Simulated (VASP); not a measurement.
Write the native input for VASP 6.6.1 that does the following.

```yaml
Task: single point
Functional: PBE
Potentials_or_basis: VASP PAW PBE potentials, release 64 (B, N)
Cutoff: 520 eV
k_mesh: 12 × 12 × 4
Occupations: gaussian, width 0.01 eV
Spin: no spin polarisation
Dipole_correction: no
Further_INCAR_settings: ALGO = Normal; EDIFF = 1e-07; NBANDS = 16
```

The structure of BN lies in POSCAR:

```
BN
1.0
    2.5545484038      0.0000000000      0.0000000000
   -1.2772742019      2.2123038129      0.0000000000
    0.0000000000      0.0000000000      4.2244435192
B N
2 2
Direct
    0.6666666667      0.3333333333      0.0001776519
    0.3333333333      0.6666666667      0.5001776519
    0.6666666667      0.3333333333      0.3748223481
    0.3333333333      0.6666666667      0.8748223481
```

The input as run:

INCAR

```
  PREC = Accurate
  ENCUT = 520
  EDIFF = 1E-7
  ISMEAR = 0
  SIGMA = 0.01
  LREAL = False
  LASPH = True
  NELM = 60
  ALGO = Normal
  ISIF = 2
  LWAVE = False
  LCHARG = False
  GGA = PE
  NBANDS = 16
```

KPOINTS

```
regular mesh
0
Gamma
  12 12 4
```

Potentials or basis: VASP PAW PBE potentials, release 64 (B, N).

Command:

```bash
$ cat potpaw_PBE.64/B/POTCAR potpaw_PBE.64/N/POTCAR > POTCAR
$ mpirun -np 1 vasp_std > vasp.out
```

Results of the run:

| Item | Value |
| --- | --- |
| Pressure | 0.2 GPa |
| Largest force | 0.004 eV/Å |
| Band gap on the k mesh | 5.21 eV, indirect (least direct gap 8.24 eV) |

It took 12 s on 1 thread of Intel(R) Xeon(R) 6975P-C (Granite Rapids) (shared host), peak memory 0.14 GiB.
